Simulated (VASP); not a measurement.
# H4CO2 in VASP: notebook

The runs below take H4CO2 through single point, with PBEsol.

Everything below comes from runs of VASP 6.6.1. Logs are shortened: lines on timing, memory, paths and dates and some standing lists are left out, and cuts for length are marked.

### Step 1. The cell of the first run

The cell holds an amorphous packing of atoms, 28 atoms: a = 7.446 Å, b = 7.446 Å, c = 7.446 Å, α = 90.00°, β = 90.00°, γ = 90.00°.

### Step 2. Single point, PBEsol

File INCAR:

```
ALGO = Normal
EDIFF = 1E-6
ENCUT = 520
GGA = PS
ISIF = 2
ISMEAR = -1
LASPH = True
LCHARG = True
LELF = True
LREAL = Auto
LVHAR = True
LWAVE = False
NBANDS = 60
NELM = 100
PREC = Accurate
SIGMA = 0.02
```

File KPOINTS:

```
k-points
0
Gamma
  1 1 1
```

File POSCAR:

```
H4CO2
1.0
    7.4455230000      0.0000000000      0.0000000000
    0.0000000000      7.4455230000      0.0000000000
    0.0000000000      0.0000000000      7.4455230000
O C H
8 4 16
Direct
    0.8438359535      0.5315140387      0.7165782713
    0.3786839420      0.7353143627      0.9499802767
    0.6116292972      0.3702896358      0.4264307558
    0.7328699408      0.8782458935      0.0423744578
    0.9817174697      0.8618199151      0.8009376910
    0.2576581927      0.8327420384      0.3583764364
    0.4587589079      0.2496399514      0.0623327602
    0.1303602178      0.0771604627      0.0682826445
    0.8667356209      0.3737548054      0.7360799235
    0.3818939247      0.8870834191      0.8905754505
    0.4719077491      0.4465636598      0.4119791182
    0.6604371513      0.7551517872      0.1204750828
    0.9755392603      0.2976419521      0.6523920482
    0.8089290705      0.3143499792      0.8557222911
    0.5018720646      0.9815294372      0.8952896929
    0.2684566282      0.9441512705      0.7869024110
    0.3820819572      0.4151756700      0.2867763621
    0.4327432740      0.5584832657      0.5111796713
    0.6904014668      0.6033827308      0.0795914538
    0.5869298906      0.7694422541      0.2519769263
    0.9881508660      0.7488795616      0.7351934847
    0.8902665400      0.8203990505      0.8854851432
    0.2547974132      0.8724034564      0.2351211594
    0.3173987912      0.9325872743      0.4152293936
    0.3527220317      0.1669056694      0.0475856431
    0.5716992614      0.2061104371      0.1155190844
    0.0104895250      0.0702032617      0.1337716639
    0.0965278060      0.0249814553     -0.0542070718
```

Potentials or basis: VASP PAW PBE potentials, release 64 (O, C, H).

Command:

```
$ cat potpaw_PBE.64/O/POTCAR potpaw_PBE.64/C/POTCAR potpaw_PBE.64/H/POTCAR > POTCAR
$ mpirun -np 1 vasp_gam > vasp.out
```

OUTCAR:

```text
EDIFF = 1E-6
   ENCUT = 520
   GGA = PS
   ISIF = 2
   ISMEAR = -1
   LASPH = True
   LREAL = Auto
   NELM = 100
   PREC = Accurate

 ion  position               nearest neighbor table
   1  0.844  0.532  0.717-   9 1.20
   2  0.379  0.735  0.950-  10 1.21
   3  0.612  0.370  0.426-  11 1.19
   4  0.733  0.878  0.042-  12 1.21
   5  0.982  0.862  0.801-  21 0.97  22 0.98
   6  0.258  0.833  0.358-  24 0.96  23 0.96
   7  0.459  0.250  0.062-  26 0.98  25 1.01
   8  0.130  0.077  0.068-  27 1.02  28 1.02
   9  0.867  0.374  0.736-  14 1.08  13 1.17   1 1.20
  10  0.382  0.887  0.891-  15 1.14   2 1.21  16 1.22
  11  0.472  0.447  0.412-  18 1.15  17 1.17   3 1.19
  12  0.660  0.755  0.120-  20 1.13  19 1.19   4 1.21
  13  0.976  0.298  0.652-   9 1.17
  14  0.809  0.314  0.856-   9 1.08
  15  0.502  0.982  0.895-  10 1.14
  16  0.268  0.944  0.787-  10 1.22
  17  0.382  0.415  0.287-  11 1.17
  18  0.433  0.558  0.511-  11 1.15
[... 8 lines left out ...]
  27  0.010  0.070  0.134-   8 1.02
  28  0.097  0.025  0.946-   8 1.02

  LATTYP: Found a simple cubic cell.
 ALAT       =     7.4455230000

  Lattice vectors:

 A1 = (   7.4455230000,   0.0000000000,   0.0000000000)
 A2 = (   0.0000000000,   7.4455230000,   0.0000000000)
 A3 = (   0.0000000000,   0.0000000000,   7.4455230000)

Analysis of symmetry for initial positions (statically):
=====================================================================
 Subroutine PRICEL returns:
 Original cell was already a primitive cell.

 Routine SETGRP: Setting up the symmetry group for a
 simple cubic supercell.

 Subroutine GETGRP returns: Found  1 space group operations
 (whereof  1 operations were pure point group operations)
 out of a pool of 48 trial point group operations.

The static configuration has the point symmetry C_1 .

Analysis of symmetry for dynamics (positions and initial velocities):
=====================================================================
 Subroutine PRICEL returns:
 Original cell was already a primitive cell.

 Routine SETGRP: Setting up the symmetry group for a
 simple cubic supercell.

 Subroutine GETGRP returns: Found  1 space group operations
 (whereof  1 operations were pure point group operations)
 out of a pool of 48 trial point group operations.

The dynamic configuration has the point symmetry C_1 .

 Subroutine INISYM returns: Found  1 space group operations
 (whereof  1 operations are pure point group operations),
 and found     1 'primitive' translations

----------------------------------------------------------------------------------------

                                     Primitive cell

  volume of cell :     412.7486

  direct lattice vectors                    reciprocal lattice vectors
     7.445523000  0.000000000  0.000000000     0.134308899  0.000000000  0.000000000
     0.000000000  7.445523000  0.000000000     0.000000000  0.134308899  0.000000000
     0.000000000  0.000000000  7.445523000     0.000000000  0.000000000  0.134308899

  length of vectors
     7.445523000  7.445523000  7.445523000     0.134308899  0.134308899  0.134308899

  position of ions in fractional coordinates (direct lattice)
     0.843835953  0.531514039  0.716578271
     0.378683942  0.735314363  0.949980277
     0.611629297  0.370289636  0.426430756
     0.732869941  0.878245894  0.042374458
     0.981717470  0.861819915  0.800937691
     0.257658193  0.832742038  0.358376436
[... 20 lines left out ...]
     0.010489525  0.070203262  0.133771664
     0.096527806  0.024981455  0.945792928

  ion indices of the primitive-cell ions
   primitive index   ion index
                 1           1
                 2           2
                 3           3
                 4           4
                 5           5
                 6           6
[... 20 lines left out ...]
                27          27
                28          28

----------------------------------------------------------------------------------------

 KPOINTS: k-points

Automatic generation of k-mesh.
 Grid dimensions read from file:
 generate k-points for:    1    1    1

 Generating k-lattice:

  Cartesian coordinates                     Fractional coordinates (reciprocal lattice)
     0.134308899  0.000000000  0.000000000     1.000000000  0.000000000  0.000000000
     0.000000000  0.134308899  0.000000000     0.000000000  1.000000000  0.000000000
     0.000000000  0.000000000  0.134308899     0.000000000  0.000000000  1.000000000

  Length of vectors
     0.134308899  0.134308899  0.134308899

  Shift w.r.t. Gamma in fractional coordinates (k-lattice)
     0.000000000  0.000000000  0.000000000

 Subroutine IBZKPT returns following result:
 ===========================================

 Found      1 irreducible k-points:

 Following reciprocal coordinates:
            Coordinates               Weight
  0.000000  0.000000  0.000000      1.000000
   k-points           NKPTS =      1   k-points in BZ     NKDIM =      1   number of bands    NBANDS=     60
   number of dos      NEDOS =    301   number of ions     NIONS =     28
   total plane-waves  NPLWV = 175616
   dimension x,y,z NGX =    56 NGY =   56 NGZ =   56
   dimension x,y,z NGXF=   112 NGYF=  112 NGZF=  112
   ions per type =               8   4  16
   NGX,Y,Z   is equivalent  to a cutoff of  12.50, 12.50, 12.50 a.u.
   NGXF,Y,Z  is equivalent  to a cutoff of  25.01, 25.01, 25.01 a.u.
 SYSTEM =  unknown system
   PREC   = accura    normal or accurate (medium, high low for compatibility)
   ISTART =      0    job   : 0-new  1-cont  2-samecut
   ICHARG =      2    charge: 1-file 2-atom 10-const
   ISPIN  =      1    spin polarized calculation?
   LNONCOLLINEAR =      F non collinear calculations
   LSORBIT =      F    spin-orbit coupling
   LASPH  =      T    aspherical Exc in radial PAW
   ENCUT  =  520.0 eV  38.22 Ry    6.18 a.u.  13.84 13.84 13.84*2*pi/ulx,y,z
   NELM   =    100;   NELMIN=  2; NELMDL= -5     # of ELM steps
   EDIFF  = 0.1E-05   stopping-criterion for ELM
   LREAL  =      T    real-space projection
   EDIFFG = 0.1E-04   stopping-criterion for IOM
   NSW    =      0    number of steps for IOM
   IBRION =     -1    ionic relax: 0-MD 1-quasi-New 2-CG
   NFREE  =      0    steps in history (QN), initial steepest desc. (CG)
   ISIF   =      2    stress and relaxation
   ISYM   =      2    0-nonsym 1-usesym 2-fastsym
   POTIM  = 0.5000    time-step for ionic-motion
   TEBEG  =    0.0;   TEEND  =   0.0 temperature during run
   PSTRESS=    0.0 pullay stress
   NELECT =      80.0000    total number of electrons
   NUPDOWN=      -1.0000    fix difference up-down
   EMIN   =  10.00;   EMAX   =-10.00  energy-range for DOS
   EFERMI =   0.00;   METHOD = LEGACY
   ISMEAR =    -1;   SIGMA  =   0.02  broadening in eV -4-tet -1-fermi 0-gaus
   EFERMI_NEDOS =   21; number of points for ismear=-14 and -15
   IALGO  =     38    algorithm
   IMIX   =      4    mixing-type and parameters
     AMIX     =   0.40;   BMIX     =  1.00
     AMIX_MAG =   1.60;   BMIX_MAG =  1.00
  volume/ion in A,a.u.               =      14.74        99.48
  Fermi-wavevector in a.u.,A,eV,Ry     =   0.947421  1.790366 12.212675  0.897606
  Thomas-Fermi vector in A             =   2.075513
   LORBIT       =      0    0 simple, 1 ext, 2 COOP (PROOUT), +10 PAW based schemes
   GGA     = PS    functional components
   LHFCALC =     F    Hartree Fock is set to
   AEXX    =    0.0000 exact exchange contribution
   IVDW    =     0    specifies the selected vdW correction
   LEPSILON=     F    determine dielectric tensor
   LRPA    =     F    only Hartree local field effects (RPA)
 non-spin polarized calculation
  energy-cutoff  :      520.00
  volume of cell :      412.75
 maximum number of plane-waves:      5534
 NGX is ok and might be reduce to    54
   NGX = 27   NGY = 27   NGZ = 27

 number of electron      80.0000018 magnetization

 Free energy of the ion-electron system (eV)
  ---------------------------------------------------
  ext. energy  EPLUGINS =         0.00000000
  ---------------------------------------------------
  free energy    TOTEN  =      -147.78270259 eV

  energy without entropy =     -147.78270259  energy(sigma->0) =     -147.78270259

 E-fermi :  -2.6169     XC(G=0):  -5.7791

 val. band max:       -3.1206702279   @ k =   0.0000   0.0000   0.0000
 cond. band min:      -0.4221286784   @ k =   0.0000   0.0000   0.0000
 fundamental gap:      2.6985415495
 Fermi energy:        -2.6169219605

 k-point     1 :       0.0000    0.0000    0.0000
  band No.  band energies     occupation
      1     -24.6328      2.00000
      2     -24.3786      2.00000
      3     -24.3522      2.00000
      4     -24.1070      2.00000
      5     -22.7885      2.00000
      6     -22.5834      2.00000
[... 44 lines left out ...]
     51       4.2902      0.00000
     52       4.3541      0.00000
 [bands above 52 left out]

------------------------ aborting loop because EDIFF is reached ----------------------------------------

  FORCE on cell =-STRESS in cart. coord.  units (eV):
  Direction    XX          YY          ZZ          XY          YZ          ZX
  --------------------------------------------------------------------------------------
  -------------------------------------------------------------------------------------
  Total       -2.1849766      0.8100345     -1.1606022     -0.8441197     -2.1190835     -2.2350268
  in kB       -8.4814819      3.1443326     -4.5051406     -3.2766420     -8.2257030     -8.6757632
  external PRESSURE =      -3.2807633 kB  Pullay stress =       0.0000000 kB

 VOLUME and BASIS-vectors are now :
 -----------------------------------------------------------------------------
  energy-cutoff  :      520.00
  volume of cell :      412.75
      direct lattice vectors                 reciprocal lattice vectors
     7.445523000  0.000000000  0.000000000     0.134308899  0.000000000  0.000000000
     0.000000000  7.445523000  0.000000000     0.000000000  0.134308899  0.000000000
     0.000000000  0.000000000  7.445523000     0.000000000  0.000000000  0.134308899

 POSITION                                       TOTAL-FORCE (eV/Angst)
 -----------------------------------------------------------------------------------
      6.28280      3.95740      5.33530        -0.252674      1.925073     -0.547759
      2.81950      5.47480      7.07310         0.123692      0.424466      0.493400
      4.55390      2.75700      3.17500         2.104248     -1.433314      0.223399
      5.45660      6.53900      0.31550         0.172796      1.057373     -0.146388
      7.30940      6.41670      5.96340         0.272535     -0.098030     -0.280982
      1.91840      6.20020      2.66830         0.099527     -0.442419      0.485129
[... 20 lines left out ...]
      0.07810      0.52270      0.99600         1.585948      0.120123     -0.625521
      0.71870      0.18600      7.04192         0.023342      0.029046      0.989100
 -----------------------------------------------------------------------------------
    total drift:                                0.011372      0.004136      0.004211

  FREE ENERGIE OF THE ION-ELECTRON SYSTEM (eV)
  ---------------------------------------------------
  free  energy   TOTEN  =      -147.7827025867 eV

  energy  without entropy=     -147.7827025867  energy(sigma->0) =     -147.78270259
```

Wall time 94 s (1 thread of Intel Xeon 8259CL, shared host); peak memory 0.4 GiB.

What came out:

- Free energy: -147.7827 eV
- Pressure: -0.3 GPa
- Largest force: 3.135 eV/Å
- Band gap on the k mesh: 2.70 eV

Forces on the atoms (eV/Å):
```
O   -0.253  1.925 -0.548
O    0.124  0.424  0.493
O    2.104 -1.433  0.223
O    0.173  1.057 -0.146
O    0.273 -0.098 -0.281
O    0.100 -0.442  0.485
O   -0.174  0.396 -0.482
O   -1.767 -0.503 -0.513
C    2.114 -1.006 -0.313
C   -0.476  0.946 -2.841
C   -2.499  1.587 -0.856
C    0.173 -3.070  0.608
H   -1.199  0.251  0.504
H   -0.602 -1.180  0.458
H   -0.291 -0.543  0.553
H    1.190 -1.042  1.550
H    0.435  0.403  1.147
H   -0.064 -0.625 -0.488
H   -0.554  1.633  0.273
H   -0.095  0.193 -0.442
H    0.516 -0.123 -0.803
H   -0.704  0.744  0.730
H   -0.368  0.135 -0.870
H    0.188  0.373  0.465
H    1.053  0.413  0.837
H   -1.006 -0.563 -0.108
H    1.586  0.120 -0.626
H    0.023  0.029  0.989
```

Levels at points of the mesh, in eV from the valence-band top:
| k point | band 37 | band 38 | band 39 | band 40 | band 41 | band 42 | band 43 | band 44 |
| --- | --- | --- | --- | --- | --- | --- | --- | --- |
| (0.00, 0.00, 0.00) | -0.85 | -0.68 | -0.52 | 0.00 | 2.70 | 3.09 | 3.30 | 3.54 |

Caveat: the k points lie up to 0.84 Å⁻¹ apart; the PAW data sets were made with another functional, which shifts forces and pressure a little.

### Step 3. Single point, PBEsol

This run uses another cell than the first one, of 16.39 Å³/atom, 1.112 times its volume.

File INCAR:

```
SYSTEM = H4CO2
ALGO = Normal
EDIFF = 1E-6
ENCUT = 520
GGA = PS
ISIF = 2
ISMEAR = -1
LASPH = .True.
LCHARG = .False.
LREAL = Auto
LWAVE = .False.
NBANDS = 60
NELM = 60
PREC = Accurate
SIGMA = 0.02
```

File KPOINTS:

```
k-points
0
Gamma
  1 1 1
  0 0 0
```

File POSCAR:

```
H4CO2
1.0
    7.7136190000      0.0000000000      0.0000000000
    0.0000000000      7.7136190000      0.0000000000
    0.0000000000      0.0000000000      7.7136190000
O C H
8 4 16
Direct
    0.9013278981      0.4723723067      0.7688479299
    0.4335059847      0.8217932465      0.9756639523
    0.5164501902      0.3979325398      0.4941130746
    0.7668514610      0.9318712786      0.0735193169
    0.9729414948      0.8329293941      0.7480794683
    0.3548139985      0.9033114029      0.3266171171
    0.3849684564      0.2447359663      0.0121084539
    0.0735193169      0.0800402509      0.0463077059
    0.9049578414      0.3162458504      0.7943742101
    0.4310557729      0.8648340033      0.8230637266
    0.4129708766      0.4934259781      0.4097946761
    0.6976751120      0.7888774387      0.0555122051
    1.0285314844      0.2391743746      0.7535243833
    0.7825250379      0.2524884882      0.8534256100
    0.5382557785      0.9302507682      0.7512038124
    0.3016482925      0.8551627971      0.7601490299
    0.3058356914      0.5351314344      0.4866068703
    0.4353598486      0.5567555255      0.2796482429
    0.7148525225      0.6980640345     -0.0583643034
    0.6472188995      0.6939414560      0.1699332052
    0.9651241525      0.7174453392      0.8000913709
    0.8897898639      0.8888823780      0.8287679233
    0.2785333318      0.9220833956      0.2226581323
    0.4633104124      0.9433963487      0.2670860461
    0.2574018758      0.2156186350     -0.0027224575
    0.3805736322      0.2973053245      0.1246885541
   -0.0505210330      0.0811292339      0.0602700237
    0.1009772456      0.0012964083     -0.0490690557
```

Potentials or basis: VASP PAW PBE potentials, release 64 (O, C, H).

Command:

```
$ cat potpaw_PBE.64/O/POTCAR potpaw_PBE.64/C/POTCAR potpaw_PBE.64/H/POTCAR > POTCAR
$ mpirun -np 1 vasp_gam > vasp.out
```

Wall time 1.8 min (1 thread of Intel Xeon 8259CL, shared host); peak memory 0.46 GiB.

It converged, with:

| Quantity | Value |
| --- | --- |
| Free energy | -147.5787 eV |
| Pressure | -1.3 GPa |
| Largest force | 3.949 eV/Å |
| Band gap on the k mesh | 2.39 eV |

Forces on the atoms (eV/Å):
```
O    0.165 -0.110  0.335
O    0.687 -0.398 -0.020
O   -1.414  1.527 -2.473
O   -0.556 -0.499 -0.259
O   -0.432  0.443  1.082
O    0.505  0.612 -1.801
O   -1.214 -0.410 -0.852
O    1.560  0.455 -0.011
C    0.026 -0.096 -0.390
C   -1.194  0.666 -0.003
C    2.938 -1.527  2.151
C   -0.131 -2.206  1.353
H   -1.299  0.314  0.437
H    1.076 -0.001 -0.402
H    0.200 -0.389  0.196
H    0.175 -0.005 -0.524
H   -1.682  0.638  0.167
H    0.097 -0.555  0.167
H    0.043  0.764 -0.212
H    0.451  1.873 -0.927
H    0.318 -0.663 -0.601
H    0.209  0.382 -0.414
H   -0.003 -0.200  1.095
H   -0.533 -0.317  0.903
H    1.028  0.080  0.211
H    0.293  0.328  0.815
H   -0.868 -0.424  0.088
H   -0.446 -0.281 -0.112
```

Stress tensor (GPa, compression positive):
```
-0.96  0.11  0.06
 0.11 -1.46  1.21
 0.06  1.21 -1.33
```

Levels at points of the mesh, in eV from the valence-band top:
```tsv
k point	band 38	band 39	band 40	band 41	band 42	band 43
(0.00, 0.00, 0.00)	-0.65	-0.32	0.00	2.39	3.02	3.09
```

Caveat: the k points lie up to 0.81 Å⁻¹ apart; the PAW data sets were made with another functional, which shifts forces and pressure a little.

(Continued in part 2 of 2.)
